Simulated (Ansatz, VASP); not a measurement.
**W in VASP and in Ansatz**

```
CELL_PARAMETERS angstrom
0.00000 1.89683 2.21360
1.89683 0.00000 2.21360
1.89683 1.89683 0.00000
ATOMIC_POSITIONS crystal
W 0.00000 0.00000 0.00000
```

Alike in both runs: task single point; functional LDA; k mesh 22 × 22 × 22; occupations gaussian, width 0.15 eV; no spin polarisation.

```csv
,VASP,Ansatz
version,VASP 6.6.1,Ansatz 0.2.0
potentials or method,"VASP PAW LDA potentials, release 64 (W_sv), cutoff 520 eV","scalar-relativistic, plane waves, PAW"
valence electrons in the cell,14,14
```

VASP gave:

| Property | Result |
| --- | --- |
| gap on the k mesh at the Fermi level (eV) | none |
| pressure (GPa) | -2.3 |
| traceless stress, the component that is largest in VASP (GPa) | 3.00 |

**Question.** Which values does Ansatz return?

**Answer.** gap on the k mesh at the Fermi level (eV): none; pressure (GPa): -4.0; traceless stress, the component that is largest in VASP (GPa): 3.13.

Ansatz warns that its potentials were made for another functional, while VASP's fit it. LDA's correlation is that of Perdew and Zunger in VASP and of Perdew and Wang (1992) in Ansatz. A gap of «none» marks a metal or a gap that the smearing closes.

Spin-orbit coupling is off throughout.
